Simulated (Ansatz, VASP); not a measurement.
**SiO2 in VASP and in Ansatz**

The input INCAR:

```
PREC = Accurate
ENCUT = 520
EDIFF = 1E-7
ISMEAR = 0
SIGMA = 0.05
LREAL = F
LASPH = T
NELM = 80
ALGO = Normal
ISIF = 2
LWAVE = F
LCHARG = T
GGA = PE
LELF = T
LVHAR = T
NBANDS = 25
```

The input KPOINTS:

```
Automatic mesh
0
Gamma
  6 6 8
```

Contents of POSCAR:

```
SiO2
1.0
    4.2358788249      0.0000000000      0.0000000000
    0.0000000000      4.2358788249      0.0000000000
    0.0000000000      0.0000000000      2.5284000000
Si O
2 4
Direct
    0.5000000000      0.5000000000      0.5000000000
    0.0000000000      0.0000000000      0.0000000000
    0.6930127928      0.6930127928      0.0000000000
    0.1930127928      0.8069872072      0.5000000000
    0.3069872072      0.3069872072      0.0000000000
    0.8069872072      0.1930127928      0.5000000000
```

Input for Ansatz:

```yaml
crystal:
  lattice:
    - [4.2358788249, 0.0, 0.0]
    - [0.0, 4.2358788249, 0.0]
    - [0.0, 0.0, 2.5284]
  atoms:
    - { symbol: Si, position: [0.5, 0.5, 0.5] }
    - { symbol: Si, position: [0.0, 0.0, 0.0] }
    - { symbol: O, position: [0.6930127928, 0.6930127928, 0.0] }
    - { symbol: O, position: [0.1930127928, 0.8069872072, 0.5] }
    - { symbol: O, position: [0.3069872072, 0.3069872072, 0.0] }
    - { symbol: O, position: [0.8069872072, 0.1930127928, 0.5] }
basis:
  ecutwfc: 520.0
kpoints:
  mp_grid: { grid: [6, 6, 8] }
hamiltonian:
  xc: pbe
  pseudopotentials: { kind: paw, azcp: { folder: soft_1 } }
scf:
  occupations: { method: gaussian, width: 0.05 }
output:
  forces: true
  stress: true
  eigenvalues: true
```

Alike in both runs: task single point; functional PBE; k mesh 6 × 6 × 8; occupations gaussian, width 0.05 eV; no spin polarisation.

|  | VASP | Ansatz |
| --- | --- | --- |
| version | VASP 6.6.1 | Ansatz 0.2.0 |
| potentials or method | VASP PAW PBE potentials, release 64 (Si, O), cutoff 520 eV | scalar-relativistic, plane waves, PAW |
| valence electrons in the cell | 32 | 32 |

VASP gave:

```
gap on the k mesh at the Fermi level (eV)                     : 6.32
least direct gap on the mesh (eV)                             : 6.32
pressure (GPa)                                                : 25.9
traceless stress, the component that is largest in VASP (GPa) : 26.89
rms of the force components (eV/Å)                            : 0.093
```

Estimate Ansatz's values.

gap on the k mesh at the Fermi level (eV): 6.34; least direct gap on the mesh (eV): 6.34; pressure (GPa): 25.5; traceless stress, the component that is largest in VASP (GPa): 26.11; rms of the force components (eV/Å): 0.073.

Atom by atom the forces differ by 0.020 eV/Å (rms over components).
